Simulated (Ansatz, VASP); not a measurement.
One calculation of Al, two programs

File INCAR:

```
PREC = Accurate
ENCUT = 600
EDIFF = 1E-6
ISMEAR = 0
SIGMA = 0.1
LREAL = False
LASPH = True
NELM = 80
ALGO = Fast
ISIF = 3
LWAVE = False
LCHARG = False
GGA = PS
IBRION = 2
NSW = 65
EDIFFG = -0.01
```

KPOINTS

```
regular mesh
0
Gamma
  18 18 7
```

POSCAR

```
Al
1.0
    2.8507880358      0.0000000000      0.0000000000
   -1.4253940179      2.4688548598      0.0000000000
    0.0000000000      0.0000000000      6.9544589679
Al
3
Direct
    0.0000000000      0.0000000000      0.0000000000
    0.3333333333      0.6666666667      0.3333333333
    0.6666666667      0.3333333333      0.6666666667
```

Input for Ansatz:

```yaml
crystal:
  lattice:
    - [2.8507880184, 0.0, 0.0]
    - [-1.4253940092, 2.4688548448, 0.0]
    - [0.0, 0.0, 6.9544590533]
  atoms:
    - { symbol: Al, position: [0.0, 0.0, 0.0] }
    - { symbol: Al, position: [0.3333333333, 0.6666666667, 0.3333333333] }
    - { symbol: Al, position: [0.6666666667, 0.3333333333, 0.6666666667] }
basis:
  ecutwfc: 420
kpoints:
  mp_grid: { grid: [18, 18, 7] }
hamiltonian:
  xc: pbesol
scf:
  occupations: { method: gaussian, width: 0.1 }
output:
  forces: true
  stress: true
  eigenvalues: true
  populations: true
relax:
  adjacent_minimum: "off"
  f_tol: 0.01
  max_steps: 45
  cell: { stress_tol: 0.05 }
```

Alike in both runs: task relaxation of cell and atoms; functional PBEsol; k mesh 18 × 18 × 7; occupations gaussian, width 0.1 eV; no spin polarisation.

```csv
,VASP,Ansatz
version,VASP 6.6.1,Ansatz 0.2.0
potentials or method,"VASP PAW PBE potentials, release 64 (Al), cutoff 600 eV","scalar-relativistic, plane waves, PAW"
valence electrons in the cell,9,9
```

Ansatz gave:

| Quantity | Value |
| --- | --- |
| gap on the k mesh at the Fermi level, each at its own relaxed structure (eV) | none |
| relaxed volume (Å³/atom) | 16.19 |
| relaxed cell length with the largest relative difference (Å) | 6.934 |

Q: Estimate VASP's values.

A: gap on the k mesh at the Fermi level, each at its own relaxed structure (eV): none; relaxed volume (Å³/atom): 16.20; relaxed cell length with the largest relative difference (Å): 6.937.

VASP's potentials were made for PBE, not for PBEsol. A gap of «none» marks a metal or a gap that the smearing closes.
